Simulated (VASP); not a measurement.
Write the native input for VASP 6.6.1 that does the following.

```
Task                   : single point
Functional             : PBE
Potentials or basis    : VASP PAW PBE potentials, release 64 (Si, Ge_d)
Cutoff                 : 520 eV
k mesh                 : 6 × 6 × 6
Occupations            : gaussian, width 0.02 eV
Spin                   : no spin polarisation
Dipole correction      : no
Further INCAR settings : ALGO = Normal; EDIFF = 1e-07; NBANDS = 41
```

The structure of Si4Ge lies in POSCAR:

```
Si4Ge
1.0
   -4.3638782353      4.3638782353      2.7601142906
    4.3638782353     -4.3638782353      2.7601142906
    4.3638782353      4.3638782353     -2.7601142906
Si Ge
8 2
Direct
    0.3930972474      0.1965664301      0.6002657873
    0.5428314601      0.6430972474      0.6965308173
    0.3569027526      0.0534335699      0.8997342127
    0.9465664301      0.8463006428      0.3034691827
    0.2071685399      0.6069027526      0.8034691827
    0.1536993572      0.4571685399      0.1002657873
    0.8034335699      0.4036993572      0.1965308173
    0.5963006428      0.7928314601      0.3997342127
    0.0000000000      0.0000000000      0.0000000000
    0.7500000000      0.2500000000      0.5000000000
```

The input as run:

INCAR

```
PREC     = Accurate       # precision mode
ENCUT    = 520            # plane-wave cutoff, eV
EDIFF    = 1E-7           # SCF threshold, eV
ISMEAR   = 0              # smearing method
SIGMA    = 0.02           # smearing width, eV
LREAL    = F              # projectors in reciprocal space
LASPH    = T              # aspherical terms in the spheres
NELM     = 80             # most SCF steps
ALGO     = Normal         # electronic algorithm
ISIF     = 2              # what is computed and relaxed
LWAVE    = F              # write WAVECAR
LCHARG   = F              # write CHGCAR
GGA      = PE             # functional
NBANDS   = 41             # bands
```

KPOINTS

```
Automatic mesh
0
Gamma
  6 6 6
```

Potentials or basis: VASP PAW PBE potentials, release 64 (Si, Ge_d).

The run is started by

```console
$ cat potpaw_PBE.64/Si/POTCAR potpaw_PBE.64/Ge_d/POTCAR > POTCAR
$ mpirun -np 1 vasp_std > vasp.out
```

Results of the run:

```
Pressure               : -0.1 GPa
Band gap on the k mesh : 0.72 eV, indirect (least direct gap 1.30 eV)
```

Run time: 3.3 min on 1 thread of Intel(R) Xeon(R) 6975P-C (Granite Rapids) (shared host), peak memory 0.46 GiB.
